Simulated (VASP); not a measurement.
A run of VASP 6.6.1 is set up as follows.

INCAR

```
PREC = Accurate
ENCUT = 750
EDIFF = 1E-6
ISMEAR = -1
SIGMA = 0.01
LREAL = F
LASPH = T
NELM = 200
ALGO = Normal
ISIF = 2
LWAVE = F
LCHARG = F
ISPIN = 2
MAGMOM = 3 0 0 0 0 0 0 0
LORBIT = 11
LMAXMIX = 4
LDAU = T
LDAUTYPE = 2
LDAUL = 2 -1 -1
LDAUU = 4 0 0
LDAUJ = 0 0 0
LDAUPRINT = 1
GGA = PE
NBANDS = 37
GGA_COMPAT = F
```

The input KPOINTS:

```
regular mesh
0
Gamma
  1 1 1
```

File POSCAR:

```
Li3CoF4
1.0
    4.0300000000      0.0000000000      0.0000000000
    0.0000000000      4.0300000000      0.0000000000
    0.0000000000      0.0000000000      4.0300000000
Co Li F
1 3 4
Direct
    0.0000000000      0.0000000000      0.0000000000
    0.0000000000      0.5000000000      0.5000000000
    0.5000000000      0.0000000000      0.5000000000
    0.5000000000      0.5000000000      0.0000000000
    0.5000000000      0.5000000000      0.5000000000
    0.5000000000      0.0000000000      0.0000000000
    0.0000000000      0.5000000000      0.0000000000
    0.0000000000      0.0000000000      0.5000000000
```

Potentials or basis: VASP PAW PBE potentials, release 64 (Co, Li_sv, F).

The run is started by

```bash
$ cat potpaw_PBE.64/Co/POTCAR potpaw_PBE.64/Li_sv/POTCAR potpaw_PBE.64/F/POTCAR > POTCAR
$ mpirun -np 1 vasp_gam > vasp.out
```

(1) What does it give for the net moment?

(2) Predict the site moments.

## Answers

(1) 2.00 μB per cell.

(2) Co +2.00; Li -0.00; F +0.00 μB.

Caveat: the k points lie up to 1.56 Å⁻¹ apart; a cell with one magnetic atom can't hold antiferromagnetic order, which such compounds often take.
